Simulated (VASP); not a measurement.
# Mg2NCl (R-3m) in VASP: further runs, part 3 of 3

VASP 6.6.1. Earlier steps stand in the parts before.

### Step 5. Single point, PBEsol

INCAR reads:

```
ALGO = Normal
EDIFF = 1E-6
ENCUT = 520
GGA = PS
ISIF = 2
ISMEAR = 0
LASPH = True
LCHARG = False
LREAL = False
LWAVE = False
NBANDS = 16
NELM = 80
PREC = Accurate
SIGMA = 0.01
```

KPOINTS reads:

```
k-points
0
Gamma
  6 6 6
```

POSCAR reads:

```
Mg2NCl
1.0
    1.6466125277      0.9506721861      5.9379615109
   -1.6466125277      0.9506721861      5.9379615109
    0.0000000000     -1.9013443722      5.9379615109
Mg N Cl
2 1 1
Direct
    0.2229104120      0.2229104120      0.2229104120
    0.7770895880      0.7770895880      0.7770895880
    0.5000000000      0.5000000000      0.5000000000
    0.0000000000      0.0000000000      0.0000000000
```

Potentials or basis: VASP PAW PBE potentials, release 64 (Mg, N, Cl).

Launch:

```bash
> cat potpaw_PBE.64/Mg/POTCAR potpaw_PBE.64/N/POTCAR potpaw_PBE.64/Cl/POTCAR > POTCAR
> mpirun -np 1 vasp_std > vasp.out
```

OUTCAR:

```text
EDIFF = 1E-6
   ENCUT = 520
   GGA = PS
   ISIF = 2
   ISMEAR = 0
   LASPH = True
   LREAL = False
   NELM = 80
   PREC = Accurate

 ion  position               nearest neighbor table
   1  0.223  0.223  0.223-   3 2.15   3 2.15   3 2.15   4 2.74   4 2.74   4 2.74   2 2.76   2 2.76
                             2 2.76
   2  0.777  0.777  0.777-   3 2.15   3 2.15   3 2.15   4 2.74   4 2.74   4 2.74   1 2.76   1 2.76
                             1 2.76
   3  0.500  0.500  0.500-   1 2.15   2 2.15   1 2.15   1 2.15   2 2.15   2 2.15
   4  0.000  0.000  0.000-   2 2.74   1 2.74   2 2.74   2 2.74   1 2.74   1 2.74

  LATTYP: Found a trigonal (rhomboedric) cell.
 ALAT       =     6.2349416458
 COS(alpha) =     0.8605084051

  Lattice vectors:

 A1 = (   1.6466125277,   0.9506721861,   5.9379615109)
 A2 = (  -1.6466125277,   0.9506721861,   5.9379615109)
 A3 = (   0.0000000000,  -1.9013443722,   5.9379615109)

Analysis of symmetry for initial positions (statically):
=====================================================================
 Subroutine PRICEL returns:
 Original cell was already a primitive cell.

 Routine SETGRP: Setting up the symmetry group for a
 trigonal (rhombohedral) supercell.

 Subroutine GETGRP returns: Found 12 space group operations
 (whereof 12 operations were pure point group operations)
 out of a pool of 12 trial point group operations.

The static configuration has the point symmetry D_3d.

Analysis of symmetry for dynamics (positions and initial velocities):
=====================================================================
 Subroutine PRICEL returns:
 Original cell was already a primitive cell.

 Routine SETGRP: Setting up the symmetry group for a
 trigonal (rhombohedral) supercell.

 Subroutine GETGRP returns: Found 12 space group operations
 (whereof 12 operations were pure point group operations)
 out of a pool of 12 trial point group operations.

The dynamic configuration has the point symmetry D_3d.

 Subroutine INISYM returns: Found 12 space group operations
 (whereof 12 operations are pure point group operations),
 and found     1 'primitive' translations

----------------------------------------------------------------------------------------

                                     Primitive cell

  volume of cell :      55.7713

  direct lattice vectors                    reciprocal lattice vectors
     1.646612528  0.950672186  5.937961511     0.303653708  0.175314550  0.056135988
    -1.646612528  0.950672186  5.937961511    -0.303653708  0.175314550  0.056135988
     0.000000000 -1.901344372  5.937961511     0.000000000 -0.350629100  0.056135988

  length of vectors
     6.234941646  6.234941646  6.234941646     0.355094375  0.355094375  0.355094375

  position of ions in fractional coordinates (direct lattice)
     0.222910412  0.222910412  0.222910412
     0.777089588  0.777089588  0.777089588
     0.500000000  0.500000000  0.500000000
     0.000000000  0.000000000  0.000000000

  ion indices of the primitive-cell ions
   primitive index   ion index
                 1           1
                 2           2
                 3           3
                 4           4

[... 31 lines left out ...]
  0.500000  0.000000 -0.000000      3.000000
  0.166667  0.166667 -0.000000      6.000000
  0.333333  0.166667 -0.000000     12.000000
[... 16 lines left out ...]
  0.500000  0.500000  0.166667      6.000000
 -0.333333  0.500000  0.166667     12.000000
 [... further k-points ...]
   k-points           NKPTS =     32   k-points in BZ     NKDIM =     32   number of bands    NBANDS=     16
   number of dos      NEDOS =    301   number of ions     NIONS =      4
   total plane-waves  NPLWV = 110592
   dimension x,y,z NGX =    48 NGY =   48 NGZ =   48
   dimension x,y,z NGXF=    96 NGYF=   96 NGZF=   96
   ions per type =               2   1   1
   NGX,Y,Z   is equivalent  to a cutoff of  12.80, 12.80, 12.80 a.u.
   NGXF,Y,Z  is equivalent  to a cutoff of  25.60, 25.60, 25.60 a.u.
 SYSTEM =  unknown system
   PREC   = accura    normal or accurate (medium, high low for compatibility)
   ISTART =      0    job   : 0-new  1-cont  2-samecut
   ICHARG =      2    charge: 1-file 2-atom 10-const
   ISPIN  =      1    spin polarized calculation?
   LNONCOLLINEAR =      F non collinear calculations
   LSORBIT =      F    spin-orbit coupling
   LASPH  =      T    aspherical Exc in radial PAW
   ENCUT  =  520.0 eV  38.22 Ry    6.18 a.u.  11.59 11.59 11.59*2*pi/ulx,y,z
   NELM   =     80;   NELMIN=  2; NELMDL= -5     # of ELM steps
   EDIFF  = 0.1E-05   stopping-criterion for ELM
   LREAL  =      F    real-space projection
   EDIFFG = 0.1E-04   stopping-criterion for IOM
   NSW    =      0    number of steps for IOM
   IBRION =     -1    ionic relax: 0-MD 1-quasi-New 2-CG
   NFREE  =      0    steps in history (QN), initial steepest desc. (CG)
   ISIF   =      2    stress and relaxation
   ISYM   =      2    0-nonsym 1-usesym 2-fastsym
   POTIM  = 0.5000    time-step for ionic-motion
   TEBEG  =    0.0;   TEEND  =   0.0 temperature during run
   PSTRESS=    0.0 pullay stress
   NELECT =      16.0000    total number of electrons
   NUPDOWN=      -1.0000    fix difference up-down
   EMIN   =  10.00;   EMAX   =-10.00  energy-range for DOS
   EFERMI =   0.00;   METHOD = LEGACY
   ISMEAR =     0;   SIGMA  =   0.01  broadening in eV -4-tet -1-fermi 0-gaus
   EFERMI_NEDOS =   21; number of points for ismear=-14 and -15
   IALGO  =     38    algorithm
   IMIX   =      4    mixing-type and parameters
     AMIX     =   0.40;   BMIX     =  1.00
     AMIX_MAG =   1.60;   BMIX_MAG =  1.00
  volume/ion in A,a.u.               =      13.94        94.09
  Fermi-wavevector in a.u.,A,eV,Ry     =   1.079720  2.040375 15.861613  1.165796
  Thomas-Fermi vector in A             =   2.215693
   LORBIT       =      0    0 simple, 1 ext, 2 COOP (PROOUT), +10 PAW based schemes
   GGA     = PS    functional components
   LHFCALC =     F    Hartree Fock is set to
   AEXX    =    0.0000 exact exchange contribution
   IVDW    =     0    specifies the selected vdW correction
   LEPSILON=     F    determine dielectric tensor
   LRPA    =     F    only Hartree local field effects (RPA)
 non-spin polarized calculation
 Gauss-broadening in eV      SIGMA  =   0.01
  energy-cutoff  :      520.00
  volume of cell :       55.77
 maximum number of plane-waves:      1520
 NGX is ok and might be reduce to    48
   NGX = 23   NGY = 23   NGZ = 23

 number of electron      15.9999999 magnetization

 Free energy of the ion-electron system (eV)
  ---------------------------------------------------
  ext. energy  EPLUGINS =         0.00000000
  ---------------------------------------------------
  free energy    TOTEN  =       -18.95107063 eV

  energy without entropy =      -18.95107063  energy(sigma->0) =      -18.95107063

 E-fermi :   4.2223     XC(G=0): -10.2226

 val. band max:        4.1642878477   @ k =   0.0000   0.0000   0.0000
 cond. band min:       6.5008477019   @ k =   0.0000   0.0000   0.0000
 fundamental gap:      2.3365598542
 Fermi energy:         4.2223087892

 k-point     1 :       0.0000    0.0000    0.0000
  band No.  band energies     occupation
      1     -12.4543      2.00000
      2      -8.5981      2.00000
      3      -2.2767      2.00000
      4       1.8062      2.00000
      5       1.8062      2.00000
      6       3.1622      2.00000
[... 433 lines left out ...]
      3      -1.7870      2.00000
      4      -0.9411      2.00000
      5       0.1970      2.00000
      6       1.3653      2.00000
[... 8 lines left out ...]
     15      14.9148      0.00000
     16      16.9620      0.00000

 [... further k-points ...]

------------------------ aborting loop because EDIFF is reached ----------------------------------------

  FORCE on cell =-STRESS in cart. coord.  units (eV):
  Direction    XX          YY          ZZ          XY          YZ          ZX
  --------------------------------------------------------------------------------------
  -------------------------------------------------------------------------------------
  Total       -0.2168508     -0.2168508     -0.1362722      0.0000000     -0.0000000      0.0000000
  in kB       -6.2296094     -6.2296094     -3.9147758      0.0000000     -0.0000000      0.0000000
  external PRESSURE =      -5.4579982 kB  Pullay stress =       0.0000000 kB

 VOLUME and BASIS-vectors are now :
 -----------------------------------------------------------------------------
  energy-cutoff  :      520.00
  volume of cell :       55.77
      direct lattice vectors                 reciprocal lattice vectors
     1.646612528  0.950672186  5.937961511     0.303653708  0.175314550  0.056135988
    -1.646612528  0.950672186  5.937961511    -0.303653708  0.175314550  0.056135988
     0.000000000 -1.901344372  5.937961511     0.000000000 -0.350629100  0.056135988

 POSITION                                       TOTAL-FORCE (eV/Angst)
 -----------------------------------------------------------------------------------
      0.00000      0.00000      3.97090         0.000000     -0.000000      0.027823
      0.00000      0.00000     13.84298         0.000000     -0.000000     -0.027823
      0.00000      0.00000      8.90694         0.000000      0.000000      0.000000
      0.00000      0.00000      0.00000         0.000000      0.000000      0.000000
 -----------------------------------------------------------------------------------
    total drift:                                0.000000      0.000000     -0.000000

  FREE ENERGIE OF THE ION-ELECTRON SYSTEM (eV)
  ---------------------------------------------------
  free  energy   TOTEN  =       -18.9510706340 eV

  energy  without entropy=      -18.9510706340  energy(sigma->0) =      -18.95107063
```

OSZICAR:

```text
N       E                     dE             d eps       ncg     rms          rms(c)
DAV:   1     0.521669123391E+02    0.52167E+02   -0.65485E+03  1024   0.842E+02
DAV:   2    -0.180335759260E+02   -0.70200E+02   -0.63255E+02  1448   0.160E+02
DAV:   3    -0.224650711898E+02   -0.44315E+01   -0.44088E+01  1312   0.416E+01
DAV:   4    -0.224922175864E+02   -0.27146E-01   -0.27143E-01  1248   0.384E+00
DAV:   5    -0.224924738984E+02   -0.25631E-03   -0.25629E-03  1384   0.371E-01    0.925E+00
DAV:   6    -0.191251432581E+02    0.33673E+01   -0.69078E+00  1360   0.212E+01    0.385E+00
DAV:   7    -0.190827673323E+02    0.42376E-01   -0.10429E+00  1208   0.571E+00    0.295E+00
DAV:   8    -0.189888592182E+02    0.93908E-01   -0.52851E-01  1424   0.460E+00    0.167E+00
DAV:   9    -0.189510910449E+02    0.37768E-01   -0.14086E-01  1288   0.218E+00    0.414E-01
DAV:  10    -0.189515553608E+02   -0.46432E-03   -0.76104E-03  1224   0.567E-01    0.185E-01
DAV:  11    -0.189510804526E+02    0.47491E-03   -0.73622E-04  1424   0.240E-01    0.590E-02
DAV:  12    -0.189510784145E+02    0.20381E-05   -0.70730E-05  1144   0.583E-02    0.238E-02
DAV:  13    -0.189510707534E+02    0.76611E-05   -0.27400E-05  1352   0.301E-02    0.416E-03
DAV:  14    -0.189510706340E+02    0.11936E-06   -0.16229E-06  1104   0.915E-03
   1 F= -.18951071E+02 E0= -.18951071E+02  d E =-.125282E-18
```

stdout:

```text
POSCAR found type information on POSCAR MgN Cl
 POSCAR found :  3 types and       4 ions
 scaLAPACK will be used
 -----------------------------------------------------------------------------
|                                                                             |
|                                                                             |
|     You enforced a specific xc type in the INCAR file but a different       |
|     I HOPE YOU KNOW WHAT YOU ARE DOING!                                     |
|                                                                             |
 -----------------------------------------------------------------------------

 LDA part: xc-table for (Slater+PW92), standard interpolation
 POSCAR, INCAR and KPOINTS ok, starting setup
 FFT: planning ... GRIDC
 FFT: planning ... GRID_SOFT
 FFT: planning ... GRID
 WAVECAR not read
 entering main loop
```

Wall time 1.8 min (1 thread of AMD EPYC 7R43 (Zen 3), shared host); peak memory 0.28 GiB.

Results:

```yaml
Free_energy: -18.9511 eV
Pressure: -0.5 GPa
Largest_force: 0.028 eV/Å
Band_gap_on_the_k_mesh: 2.34 eV
```

Forces on the atoms (eV/Å):
```
Mg   0.000  0.000  0.028
Mg   0.000  0.000 -0.028
N    0.000  0.000  0.000
Cl   0.000  0.000  0.000
```

Caveat: the PAW data sets were made with another functional, which shifts forces and pressure a little.

### Step 6. Single point, r2SCAN

POSCAR is that of step 5.

INCAR.step1 reads:

```
PREC = Accurate
ENCUT = 520
ISMEAR = 0
SIGMA = 0.01
LREAL = F
LASPH = T
NELM = 100
NBANDS = 16
GGA = PE
ALGO = Normal
EDIFF = 1E-4
LWAVE = T
LCHARG = F
```

INCAR.step2 reads:

```
PREC = Accurate
ENCUT = 520
EDIFF = 1E-6
ISMEAR = 0
SIGMA = 0.01
LREAL = F
LASPH = T
NELM = 100
ALGO = Normal
ISIF = 2
LWAVE = F
LCHARG = F
METAGGA = R2SCAN
LMIXTAU = T
NBANDS = 16
ISTART = 1
```

KPOINTS reads:

```
Automatic mesh
0
Gamma
  6 6 6
```

Potentials or basis: VASP PAW PBE potentials, release 64 (Mg, N, Cl).

Launch:

```bash
> cat potpaw_PBE.64/Mg/POTCAR potpaw_PBE.64/N/POTCAR potpaw_PBE.64/Cl/POTCAR > POTCAR
> cp INCAR.step1 INCAR
> mpirun -np 1 vasp_std > vasp.out
> cp INCAR.step2 INCAR
> mpirun -np 1 vasp_std > vasp.out
```

Wall time 6.7 min (1 thread of AMD EPYC 7R43 (Zen 3), shared host); peak memory 0.33 GiB.

It converged, with:

| Quantity | Value |
| --- | --- |
| Free energy | -29.0825 eV |
| Pressure | -0.5 GPa |
| Largest force | 0.069 eV/Å |
| Band gap on the k mesh | 3.08 eV |

Forces in eV/Å, atoms in the order of the input:
```
Mg   0.000  0.000 -0.069
Mg   0.000  0.000  0.069
N    0.000  0.000  0.000
Cl   0.000  0.000  0.000
```

Stress tensor (GPa, compression positive):
```
-0.50  0.00  0.00
 0.00 -0.50  0.00
 0.00  0.00 -0.65
```

Levels at points of the mesh, in eV from the valence-band top:
```csv
k point,band 5,band 6,band 7,band 8,band 9,band 10,band 11,band 12
"(0.00, 0.00, 0.00)",-2.64,-1.05,0.00,0.00,3.08,6.09,9.56,9.61
"(0.50, 0.00, 0.00)",-3.96,-3.49,-1.50,-0.81,4.95,6.61,6.90,8.16
"(0.50, 0.50, 0.00)",-3.51,-3.13,-0.84,-0.75,3.81,4.66,5.95,9.51
"(0.50, 0.50, 0.50)",-2.63,-2.63,-0.03,-0.03,5.43,5.73,7.79,9.18
```

Caveat: the PAW data sets were made with another functional, which shifts forces and pressure a little.

### Step 7. Single point, HSE06

POSCAR is that of step 6.

INCAR.step1 reads:

```
SYSTEM = Mg2NCl
  PREC = Accurate
  ENCUT = 520
  EDIFF = 1E-5
  ISMEAR = 0
  SIGMA = 0.01
  LREAL = .False.
  LASPH = .True.
  NELM = 60
  ALGO = Normal
  ISIF = 2
  LWAVE = .True.
  GGA = PE
  NBANDS = 16
```

INCAR.step2 reads:

```
SYSTEM = Mg2NCl
  PREC = Accurate
  ENCUT = 520
  EDIFF = 1E-6
  ISMEAR = 0
  SIGMA = 0.01
  LREAL = .False.
  LASPH = .True.
  NELM = 60
  ALGO = Normal
  ISIF = 2
  LWAVE = .False.
  LCHARG = .True.
  GGA = PE
  LHFCALC = .True.
  HFSCREEN = 0.2079
  PRECFOCK = Normal
  LELF = .True.
  LVHAR = .True.
  ISTART = 1
  NBANDS = 16
```

KPOINTS reads:

```
Automatic mesh
0
Gamma
  4 4 4
  0 0 0
```

Launch:

```bash
> cat potpaw_PBE.64/Mg/POTCAR potpaw_PBE.64/N/POTCAR potpaw_PBE.64/Cl/POTCAR > POTCAR
> cp INCAR.step1 INCAR
> mpirun -np 1 vasp_std > vasp.out
> cp INCAR.step2 INCAR
> mpirun -np 1 vasp_std > vasp.out
```

Wall time 43 min (1 thread of AMD EPYC 7R43 (Zen 3), shared host); peak memory 0.4 GiB.

It converged, with:

```yaml
Free_energy: -20.8642 eV
Pressure: -0.5 GPa
Largest_force: 0.118 eV/Å
Band_gap_on_the_k_mesh: 3.60 eV
```

Forces on the atoms (eV/Å):
```
Mg   0.000  0.000 -0.118
Mg   0.000  0.000  0.118
N    0.000  0.000  0.000
Cl   0.000  0.000  0.000
```

Stress tensor (GPa, compression positive):
```
-0.44  0.00  0.00
 0.00 -0.44  0.00
 0.00  0.00 -0.57
```

Levels at points of the mesh, in eV from the valence-band top:
```csv
k point,band 6,band 7,band 8,band 9,band 10,band 11
"(0.00, 0.00, 0.00)",-1.03,0.00,0.00,3.60,6.69,10.30
"(0.50, 0.00, 0.00)",-3.48,-1.56,-0.88,5.64,7.24,7.64
"(0.50, 0.50, 0.00)",-3.26,-0.83,-0.80,4.42,5.25,6.61
"(0.50, 0.50, 0.50)",-2.58,-0.03,-0.03,6.07,6.31,8.58
```

Caveat: the k points lie up to 0.56 Å⁻¹ apart; the PAW data sets were made with another functional, which shifts forces and pressure a little.

### Step 8. The runs side by side

```csv
level,k mesh,smearing,grid for exact exchange (PRECFOCK),share of exact exchange,screening parameter,gap on the mesh (eV),pressure (GPa),largest force (eV/Å)
PBEsol,6 × 6 × 6,gaussian 0.5 eV,-,-,-,2.34,-0.6,0.03
PBEsol,6 × 6 × 6,gaussian 0.2 eV,-,-,-,2.34,-0.6,0.03
PBEsol,6 × 6 × 6,gaussian 0.05 eV,-,-,-,2.34,-0.5,0.03
PBEsol,6 × 6 × 6,gaussian 0.01 eV,-,-,-,2.34,-0.5,0.03
r2SCAN,6 × 6 × 6,gaussian 0.01 eV,-,-,-,3.08,-0.5,0.07
HSE06,4 × 4 × 4,gaussian 0.01 eV,Normal,0.25,0.2079 1/Å,3.60,-0.5,0.12
```

Alike in all rows: task single point; potentials or basis VASP PAW PBE potentials, release 64 (Mg, N, Cl); no spin polarisation; cell as given; cutoff (eV) 520.

Caveats: some runs use coarse meshes; the PAW data sets were made with another functional, which shifts forces and pressure a little.

Absolute energies hang on the potentials; compare differences alone.
